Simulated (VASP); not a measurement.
# EuAgSeF (P4/nmm) in VASP: single point with LDA

Aim: the single point of EuAgSeF with LDA.

Program: VASP 6.6.1. These are calculated values, not measurements. Logs are shortened: lines on timing, memory, paths and dates and some standing lists are left out, and cuts for length are marked.

## 1. The cell of the first run

It takes space group P4/nmm (No. 129, tetragonal). Conventional cell: a = 4.154 Å, b = 4.154 Å, c = 9.218 Å, α = 90.00°, β = 90.00°, γ = 90.00°. Eu (site symmetry 4mm) has 4 F at 2.51 Å and 4 Se at 3.25 Å within 3.3 Å. Within 3.6 Å of Ag (site symmetry -4m2) lie 4 Se at 2.76 Å and 4 Ag at 2.94 Å. Se (site symmetry 4mm) has 4 Ag at 2.76 Å and 4 Eu at 3.25 Å and 4 F at 3.48 Å within 3.6 Å. F (site symmetry -4m2) has 4 Eu at 2.51 Å and 4 F at 2.94 Å within 3.3 Å.

## 2. Single point, LDA, collinear spin, ferromagnetic start

File INCAR:

```
  PREC = Accurate
  ENCUT = 520
  EDIFF = 1E-6
  ISMEAR = -1
  SIGMA = 0.02
  LREAL = False
  LASPH = True
  NELM = 150
  ALGO = Fast
  ISIF = 2
  LWAVE = False
  LCHARG = False
  ISPIN = 2
  MAGMOM = 7 7 0 0 0 0 0 0
  LORBIT = 11
  LMAXMIX = 6
  GGA = CA
  NBANDS = 55
```

File KPOINTS:

```
Automatic mesh
0
Gamma
  5 5 3
```

File POSCAR:

```
EuAgSeF
1.0
    4.1542700000      0.0000000000      0.0000000000
    0.0000000000      4.1542700000      0.0000000000
    0.0000000000      0.0000000000      9.2183000000
Eu Ag Se F
2 2 2 2
Direct
    0.5000000000      0.0000000000      0.3475800000
    0.0000000000      0.5000000000      0.6524200000
    0.0000000000      0.0000000000      0.0000000000
    0.5000000000      0.5000000000      0.0000000000
    0.0000000000      0.5000000000      0.1968000000
    0.5000000000      0.0000000000      0.8032000000
    0.0000000000      0.0000000000      0.5000000000
    0.5000000000      0.5000000000      0.5000000000
```

Potentials or basis: VASP PAW PBE potentials, release 64 (Eu, Ag, Se, F).

Run with:

```
$ cat potpaw_PBE.64/Eu/POTCAR potpaw_PBE.64/Ag/POTCAR potpaw_PBE.64/Se/POTCAR potpaw_PBE.64/F/POTCAR > POTCAR
$ mpirun -np 1 vasp_std > vasp.out
```

OUTCAR:

```text
PREC = Accurate
   ENCUT = 520
   EDIFF = 1E-6
   ISMEAR = -1
   LREAL = False
   LASPH = True
   NELM = 150
   ISIF = 2
   ISPIN = 2
   LORBIT = 11
   GGA = CA

 ion  position               nearest neighbor table
   1  0.500  0.000  0.348-   7 2.51   8 2.51   8 2.51   7 2.51
   2  0.000  0.500  0.652-   7 2.51   8 2.51   7 2.51   8 2.51
   3  0.000  0.000  0.000-   5 2.76   6 2.76   5 2.76   6 2.76   4 2.94   4 2.94   4 2.94   4 2.94

   4  0.500  0.500  0.000-   5 2.76   6 2.76   6 2.76   5 2.76   3 2.94   3 2.94   3 2.94   3 2.94

   5  0.000  0.500  0.197-   3 2.76   4 2.76   3 2.76   4 2.76
   6  0.500  0.000  0.803-   3 2.76   4 2.76   4 2.76   3 2.76
   7  0.000  0.000  0.500-   1 2.51   2 2.51   2 2.51   1 2.51
   8  0.500  0.500  0.500-   1 2.51   2 2.51   1 2.51   2 2.51

  LATTYP: Found a simple tetragonal cell.
 ALAT       =     4.1542700000
 C/A-ratio  =     2.2189939508

  Lattice vectors:

 A1 = (   4.1542700000,   0.0000000000,   0.0000000000)
 A2 = (   0.0000000000,   4.1542700000,   0.0000000000)
 A3 = (   0.0000000000,   0.0000000000,   9.2183000000)

Analysis of symmetry for initial positions (statically):
=====================================================================
 Subroutine PRICEL returns:
 Original cell was already a primitive cell.

 Routine SETGRP: Setting up the symmetry group for a
 simple tetragonal supercell.

 Subroutine GETGRP returns: Found 16 space group operations
 (whereof  8 operations were pure point group operations)
 out of a pool of 16 trial point group operations.

The static configuration has the point symmetry D_2d.
 The point group associated with its full space group is D_4h.

Analysis of symmetry for dynamics (positions and initial velocities):
=====================================================================
 Subroutine PRICEL returns:
 Original cell was already a primitive cell.

 Routine SETGRP: Setting up the symmetry group for a
 simple tetragonal supercell.

 Subroutine GETGRP returns: Found 16 space group operations
 (whereof  8 operations were pure point group operations)
 out of a pool of 16 trial point group operations.

The dynamic configuration has the point symmetry D_2d.
 The point group associated with its full space group is D_4h.

Analysis of structural, dynamic, and magnetic symmetry:
[... 153 lines left out ...]
  ---------------------------------------------------
  ext. energy  EPLUGINS =         0.00000000
  ---------------------------------------------------
  free energy    TOTEN  =       -59.43752844 eV

  energy without entropy =      -59.42988733  energy(sigma->0) =      -59.43370788

 E-fermi :   5.1944     XC(G=0): -10.8169

 val. band max:        5.1432089446   @ k =   0.0000   0.0000   0.0000
 cond. band min:       5.3597397236   @ k =   0.2000   0.0000   0.0000
 fundamental gap:      0.2165307790
 Fermi energy:         5.1943691908

 spin component 1

 k-point     1 :       0.0000    0.0000    0.0000
  band No.  band energies     occupation
      1     -36.1633      1.00000
      2     -36.1399      1.00000
      3     -20.1396      1.00000
      4     -19.6645      1.00000
      5     -15.1693      1.00000
      6     -15.1693      1.00000
[... 661 lines left out ...]
     52       7.6228      0.00000
     53       8.1520      0.00000
 Fermi energy:         5.1943691908

 spin component 2

 k-point     1 :       0.0000    0.0000    0.0000
  band No.  band energies     occupation
      1     -33.3668      1.00000
      2     -33.3322      1.00000
      3     -20.0725      1.00000
      4     -19.6736      1.00000
      5     -13.1249      1.00000
      6     -13.1249      1.00000
[... 661 lines left out ...]
     52       9.5014      0.00000
     53       9.5052      0.00000
 [bands above 53 left out]

------------------------ aborting loop because EDIFF is reached ----------------------------------------

  FORCE on cell =-STRESS in cart. coord.  units (eV):
  Direction    XX          YY          ZZ          XY          YZ          ZX
  --------------------------------------------------------------------------------------
  -------------------------------------------------------------------------------------
  Total       -6.2757947     -6.2757947     -5.0974269      0.0000000      0.0000000      0.0000000
  in kB      -63.2031956    -63.2031956    -51.3359157      0.0000000      0.0000000      0.0000000
  external PRESSURE =     -59.2474357 kB  Pullay stress =       0.0000000 kB

 VOLUME and BASIS-vectors are now :
 -----------------------------------------------------------------------------
  energy-cutoff  :      520.00
  volume of cell :      159.09
      direct lattice vectors                 reciprocal lattice vectors
     4.154270000  0.000000000  0.000000000     0.240716179  0.000000000  0.000000000
     0.000000000  4.154270000  0.000000000     0.000000000  0.240716179  0.000000000
     0.000000000  0.000000000  9.218300000     0.000000000  0.000000000  0.108479872

 POSITION                                       TOTAL-FORCE (eV/Angst)
 -----------------------------------------------------------------------------------
      2.07714      0.00000      3.20410        -0.000000      0.000000      0.036233
      0.00000      2.07714      6.01420        -0.000000     -0.000000     -0.036233
      0.00000      0.00000      0.00000         0.000000     -0.000000      0.000000
      2.07714      2.07714      0.00000        -0.000000     -0.000000      0.000000
      0.00000      2.07714      1.81416        -0.000000      0.000000      0.184644
      2.07714      0.00000      7.40414        -0.000000     -0.000000     -0.184644
      0.00000      0.00000      4.60915        -0.000000     -0.000000      0.000000
      2.07714      2.07714      4.60915        -0.000000     -0.000000      0.000000
 -----------------------------------------------------------------------------------
    total drift:                               -0.000000     -0.000000      0.000000

  FREE ENERGIE OF THE ION-ELECTRON SYSTEM (eV)
  ---------------------------------------------------
  free  energy   TOTEN  =       -59.4375284361 eV

  energy  without entropy=      -59.4298873336  energy(sigma->0) =      -59.43370788

 total charge

# of ion       s       p       d       f       tot
--------------------------------------------------
    1        2.014   5.706   0.237   6.729  14.686
    2        2.014   5.706   0.237   6.729  14.686
    3        0.335   0.281   9.230   0.000   9.847
    4        0.335   0.281   9.230   0.000   9.847
    5        1.452   2.340   0.029   0.000   3.822
    6        1.452   2.340   0.029   0.000   3.822
    7        1.726   4.334   0.000   0.000   6.060
    8        1.726   4.334   0.000   0.000   6.060
--------------------------------------------------
tot         11.055  25.321  18.993  13.459  68.828

 magnetization (x)

# of ion       s       p       d       f       tot
--------------------------------------------------
    1       -0.010  -0.091   0.041   6.690   6.630
    2       -0.010  -0.091   0.041   6.690   6.630
    3        0.008   0.002   0.000   0.000   0.010
    4        0.008   0.002   0.000   0.000   0.010
    5        0.003  -0.012   0.003   0.000  -0.006
    6        0.003  -0.012   0.003   0.000  -0.006
    7       -0.000  -0.011   0.000   0.000  -0.012
    8       -0.000  -0.011   0.000   0.000  -0.012
--------------------------------------------------
tot          0.001  -0.226   0.089  13.379  13.243
```

Wall time 28 min (1 thread of Intel Xeon Platinum 8488C (Sapphire Rapids), shared host); peak memory 0.32 GiB.

What came out:

```yaml
Free_energy: -59.4375 eV
Pressure: -5.9 GPa
Largest_force: 0.185 eV/Å
Net_moment: 13.92 μB per cell
Site_moments: Eu +6.63; Ag +0.01; Se -0.01; F -0.01 μB
Valence_electrons_inside_the_program's_atomic_spheres: Eu 14.69; Ag 9.85; Se 3.82; F 6.06
```

Forces on the atoms (eV/Å):
```
Eu   0.000  0.000  0.036
Eu   0.000  0.000 -0.036
Ag   0.000  0.000  0.000
Ag   0.000  0.000  0.000
Se   0.000  0.000  0.185
Se   0.000  0.000 -0.185
F    0.000  0.000  0.000
F    0.000  0.000  0.000
```

Stress tensor (GPa, compression positive):
```
-6.32  0.00  0.00
 0.00 -6.32  0.00
 0.00  0.00 -5.13
```

Caveat: the cell stands under tension; the PAW data sets were made with another functional, which shifts forces and pressure a little; spin-orbit coupling is left out, which moves the levels of the heavy elements; semilocal functionals describe open f shells poorly, which spoils levels, moments and volumes. The state reached can hang on the start; a lower one may exist.
